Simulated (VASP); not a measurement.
# Cd (Pm-3m) in VASP: notebook, part 2 of 2

VASP 6.6.1. Earlier steps stand in the parts before.

### Step 6. Single point, revPBE (volume scaled by 0.96)

Contents of INCAR:

```
PREC = Accurate
ENCUT = 520
EDIFF = 1E-6
ISMEAR = -1
SIGMA = 0.1
LREAL = F
LASPH = T
NELM = 60
ALGO = Normal
ISIF = 2
LWAVE = F
LCHARG = F
GGA = RE
NBANDS = 12
```

Contents of KPOINTS:

```
regular mesh
0
Gamma
  17 17 17
```

Contents of POSCAR:

```
Cd
1.0
    3.0029617341      0.0000000000      0.0000000000
    0.0000000000      3.0029617341      0.0000000000
    0.0000000000      0.0000000000      3.0029617341
Cd
1
Direct
    0.0000000000      0.0000000000      0.0000000000
```

Potentials or basis: VASP PAW PBE potentials, release 64 (Cd).

Launch:

```sh
$ cat potpaw_PBE.64/Cd/POTCAR > POTCAR
$ mpirun -np 1 vasp_std > vasp.out
```

OUTCAR:

```text
PREC = Accurate
   ENCUT = 520
   EDIFF = 1E-6
   ISMEAR = -1
   LREAL = F
   LASPH = T
   NELM = 60
   ISIF = 2
   GGA = RE

 ion  position               nearest neighbor table
   1  0.000  0.000  0.000-

  LATTYP: Found a simple cubic cell.
 ALAT       =     3.0029617341

  Lattice vectors:

 A1 = (   3.0029617341,   0.0000000000,   0.0000000000)
 A2 = (   0.0000000000,   3.0029617341,   0.0000000000)
 A3 = (   0.0000000000,   0.0000000000,   3.0029617341)

Analysis of symmetry for initial positions (statically):
=====================================================================
 Subroutine PRICEL returns:
 Original cell was already a primitive cell.

 Routine SETGRP: Setting up the symmetry group for a
 simple cubic supercell.

 Subroutine GETGRP returns: Found 48 space group operations
 (whereof 48 operations were pure point group operations)
 out of a pool of 48 trial point group operations.

The static configuration has the point symmetry O_h .

Analysis of symmetry for dynamics (positions and initial velocities):
=====================================================================
 Subroutine PRICEL returns:
 Original cell was already a primitive cell.

 Routine SETGRP: Setting up the symmetry group for a
 simple cubic supercell.

 Subroutine GETGRP returns: Found 48 space group operations
 (whereof 48 operations were pure point group operations)
 out of a pool of 48 trial point group operations.

The dynamic configuration has the point symmetry O_h .

 Subroutine INISYM returns: Found 48 space group operations
 (whereof 48 operations are pure point group operations),
 and found     1 'primitive' translations

----------------------------------------------------------------------------------------

                                     Primitive cell
[... 107 lines left out ...]
   IMIX   =      4    mixing-type and parameters
     AMIX     =   0.40;   BMIX     =  1.00
     AMIX_MAG =   1.60;   BMIX_MAG =  1.00
  volume/ion in A,a.u.               =      27.08       182.75
  Fermi-wavevector in a.u.,A,eV,Ry     =   1.248108  2.358582 21.194791  1.557773
  Thomas-Fermi vector in A             =   2.382210
   LORBIT       =      0    0 simple, 1 ext, 2 COOP (PROOUT), +10 PAW based schemes
   GGA     = RE    functional components
   LHFCALC =     F    Hartree Fock is set to
   AEXX    =    0.0000 exact exchange contribution
   IVDW    =     0    specifies the selected vdW correction
   LEPSILON=     F    determine dielectric tensor
   LRPA    =     F    only Hartree local field effects (RPA)
 non-spin polarized calculation
  energy-cutoff  :      520.00
  volume of cell :       27.08
 maximum number of plane-waves:       743
 NGX is ok and might be reduce to    24
   NGX = 11   NGY = 11   NGZ = 11

 number of electron      12.0000009 magnetization

 Free energy of the ion-electron system (eV)
  ---------------------------------------------------
  ext. energy  EPLUGINS =         0.00000000
  ---------------------------------------------------
  free energy    TOTEN  =        -0.31700023 eV

  energy without entropy =       -0.30300555  energy(sigma->0) =       -0.31000289

 E-fermi :   1.5009     XC(G=0):  -9.7033

 val. band max:        1.4766993898   @ k =   0.4706   0.4118   0.1176
 cond. band min:       1.5151562016   @ k =   0.4706   0.2941   0.0588
 fundamental gap:      0.0384568118
 Fermi energy:         1.5008503504

 k-point     1 :       0.0000    0.0000    0.0000
  band No.  band energies     occupation
      1      -7.9558      2.00000
      2      -7.9558      2.00000
      3      -6.6815      2.00000
      4      -6.6815      2.00000
      5      -6.6815      2.00000
      6      -5.8481      2.00000
      7      11.2219      0.00000
      8      11.2219      0.00000
      9      11.2219      0.00000
     10      14.6158      0.00000
     11      14.6158      0.00000
     12      15.3812      0.00000
[... 331 lines left out ...]
 k-point    24 :       0.4706    0.1176    0.0000
  band No.  band energies     occupation
      1      -7.7787      2.00000
      2      -7.2352      2.00000
      3      -7.1573      2.00000
      4      -7.0469      2.00000
      5      -6.6960      2.00000
      6      -1.2964      2.00000
      7       0.1364      2.00000
      8      12.4828      0.00000
      9      14.0201      0.00000
     10      15.2113      0.00000
     11      16.3578      0.00000
     12      18.9165      0.00000

 [... further k-points ...]
[... 5 lines left out ...]
  --------------------------------------------------------------------------------------
  -------------------------------------------------------------------------------------
  Total        0.2481064      0.2481064      0.2481064     -0.0000000      0.0000000     -0.0000000
  in kB       14.6790878     14.6790878     14.6790878     -0.0000000      0.0000000     -0.0000000
  external PRESSURE =      14.6790878 kB  Pullay stress =       0.0000000 kB

 VOLUME and BASIS-vectors are now :
 -----------------------------------------------------------------------------
  energy-cutoff  :      520.00
  volume of cell :       27.08
      direct lattice vectors                 reciprocal lattice vectors
     3.002961734  0.000000000  0.000000000     0.333004576  0.000000000  0.000000000
     0.000000000  3.002961734  0.000000000     0.000000000  0.333004576  0.000000000
     0.000000000  0.000000000  3.002961734     0.000000000  0.000000000  0.333004576

 POSITION                                       TOTAL-FORCE (eV/Angst)
 -----------------------------------------------------------------------------------
      0.00000      0.00000      0.00000         0.000000      0.000000      0.000000
 -----------------------------------------------------------------------------------
    total drift:                                0.000000      0.000000      0.000000

  FREE ENERGIE OF THE ION-ELECTRON SYSTEM (eV)
  ---------------------------------------------------
  free  energy   TOTEN  =        -0.3170002277 eV

  energy  without entropy=       -0.3030055487  energy(sigma->0) =       -0.31000289
```

OSZICAR:

```text
N       E                     dE             d eps       ncg     rms          rms(c)
DAV:   1     0.717387201872E+02    0.71739E+02   -0.67327E+03  4120   0.955E+02
DAV:   2     0.107024948422E+01   -0.70668E+02   -0.67697E+02  4292   0.233E+02
DAV:   3    -0.338945412249E+00   -0.14092E+01   -0.14086E+01  4684   0.370E+01
DAV:   4    -0.340955030605E+00   -0.20096E-02   -0.20096E-02  4372   0.140E+00
DAV:   5    -0.340960971692E+00   -0.59411E-05   -0.59411E-05  4696   0.726E-02    0.199E+00
DAV:   6    -0.317363643833E+00    0.23597E-01   -0.66288E-02  4764   0.301E+00    0.168E+00
DAV:   7    -0.316568141253E+00    0.79550E-03   -0.75995E-03  4616   0.829E-01    0.836E-01
DAV:   8    -0.316943295609E+00   -0.37515E-03   -0.12777E-03  4244   0.435E-01    0.462E-02
DAV:   9    -0.316997165507E+00   -0.53870E-04   -0.40789E-05  4480   0.571E-02    0.582E-03
DAV:  10    -0.317000329563E+00   -0.31641E-05   -0.31241E-06  4528   0.175E-02    0.183E-03
DAV:  11    -0.317000227715E+00    0.10185E-06   -0.19428E-07  2740   0.318E-03
   1 F= -.31700023E+00 E0= -.31000289E+00  d E =-.139947E-01
```

stdout:

```text
POSCAR found type information on POSCAR Cd
 POSCAR found :  1 types and       1 ions
 scaLAPACK will be used
 -----------------------------------------------------------------------------
|                                                                             |
|                                                                             |
|     You enforced a specific xc type in the INCAR file but a different       |
|     I HOPE YOU KNOW WHAT YOU ARE DOING!                                     |
|                                                                             |
 -----------------------------------------------------------------------------

 LDA part: xc-table for (Slater+PW92), standard interpolation
 POSCAR, INCAR and KPOINTS ok, starting setup
 FFT: planning ... GRIDC
 FFT: planning ... GRID_SOFT
 FFT: planning ... GRID
 WAVECAR not read
 entering main loop
```

Wall time 16 s (1 thread of Intel Xeon 6975P-C (Granite Rapids), shared host); peak memory 0.17 GiB.

Results:

```
Free energy            : -0.3170 eV
Pressure               : 1.5 GPa
Band gap on the k mesh : zero (band 6 reaches 5.47 eV, above the bottom of band 7 at -0.14 eV)
```

Caveat: the PAW data sets were made with another functional, which shifts forces and pressure a little.

### Step 7. Summary

```csv
task,cell,k mesh,cutoff (eV),gap on the mesh (eV),pressure (GPa)
single point,"a = 3.044 Å, 1 atom",11 × 11 × 11,520,none,0.2
relaxation of cell and atoms,"relaxed from a = 2.857 Å, 1 atom",11 × 11 × 11,600,none,0.0
single point,"a = 2.917 Å, 1 atom",17 × 17 × 17,520,none,5.0
single point,"a = 2.961 Å, 1 atom",17 × 17 × 17,520,none,3.0
single point,"a = 3.003 Å, 1 atom",17 × 17 × 17,520,none,1.5
```

Alike in all rows: level revPBE; potentials or basis VASP PAW PBE potentials, release 64 (Cd); no spin polarisation; smearing fermi-dirac 0.1 eV.

Caveats: the PAW data sets were made with another functional, which shifts forces and pressure a little.

Absolute energies hang on the potentials; compare differences alone.
